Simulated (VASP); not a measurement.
SnTe, 2 atoms in the cell. It takes space group Fm-3m (No. 225, cubic). The conventional cell has a = 6.334 Å, b = 6.334 Å, c = 6.334 Å, α = 90.00°, β = 90.00°, γ = 90.00°. Sn (site symmetry m-3m) has 6 Te at 3.17 Å within 4.2 Å. Within 4.2 Å of Te (site symmetry m-3m) lie 6 Sn at 3.17 Å. 

| Quantity | Value |
| --- | --- |
| Program | VASP 6.6.1 |
| Task | single point |
| Functional | PBE |
| Potentials or basis | VASP PAW PBE potentials, release 64 (Sn_d, Te) |
| Cutoff | 520 eV |
| k mesh | 10 × 10 × 10 |
| Occupations | gaussian, width 0.05 eV |
| Spin | no spin polarisation |
| Dipole correction | no |
| Further INCAR settings | ALGO = Normal; EDIFF = 1e-06; NBANDS = 17 |

Potentials or basis: VASP PAW PBE potentials, release 64 (Sn_d, Te).

Run with:

```console
$ cat potpaw_PBE.64/Sn_d/POTCAR potpaw_PBE.64/Te/POTCAR > POTCAR
$ mpirun -np 1 vasp_std > vasp.out
```

Hardware: 1 thread of Intel(R) Xeon(R) Platinum 8488C (Sapphire Rapids), with other jobs on the host.

How long does it take, and how much memory?

Run time: 36 s on 1 thread of Intel(R) Xeon(R) Platinum 8488C (Sapphire Rapids), with other jobs on the host, peak memory 0.22 GiB. Counts: scf iterations 12, k points 47.
